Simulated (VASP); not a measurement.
NiO, 2 atoms in the cell. Symmetry: F-43m, No. 216, cubic system. Conventional cell: a = 4.567 Å, b = 4.567 Å, c = 4.567 Å, α = 90.00°, β = 90.00°, γ = 90.00°. Ni (site symmetry -43m) has 4 O at 1.98 Å within 2.6 Å. O (site symmetry -43m) has 4 Ni at 1.98 Å within 2.6 Å. 

- Program: VASP 6.6.1
- Task: single point
- Functional: PBEsol-based screened hybrid
- Potentials or basis: VASP PAW PBE potentials, release 64 (Ni, O)
- Cutoff: 520 eV
- k mesh: 5 × 5 × 5
- Occupations: fermi-dirac, width 0.05 eV
- Spin: collinear spin, ferromagnetic start
- Starting moments: [1.0, 0.0] μB
- Dipole correction: no
- Grid for exact exchange (PRECFOCK): Normal
- Share of exact exchange: 0.25
- Further INCAR settings: ALGO = Normal; EDIFF = 1e-07; NBANDS = 19
- Screening parameter: 0.207 1/Å

Potentials or basis: VASP PAW PBE potentials, release 64 (Ni, O).

Command:

```console
$ cat potpaw_PBE.64/Ni/POTCAR potpaw_PBE.64/O/POTCAR > POTCAR
$ cp INCAR.step1 INCAR
$ mpirun -np 1 vasp_std > vasp.out
$ cp INCAR.step2 INCAR
$ mpirun -np 1 vasp_std > vasp.out
```

Hardware: 1 thread of Intel(R) Xeon(R) 6975P-C (Granite Rapids), on a shared host.

Q: Estimate the wall time of this run.

A: Wall time 20 min on 1 thread of Intel(R) Xeon(R) 6975P-C (Granite Rapids), with other jobs on the host, peak memory 0.26 GiB. Counts: k points 10.
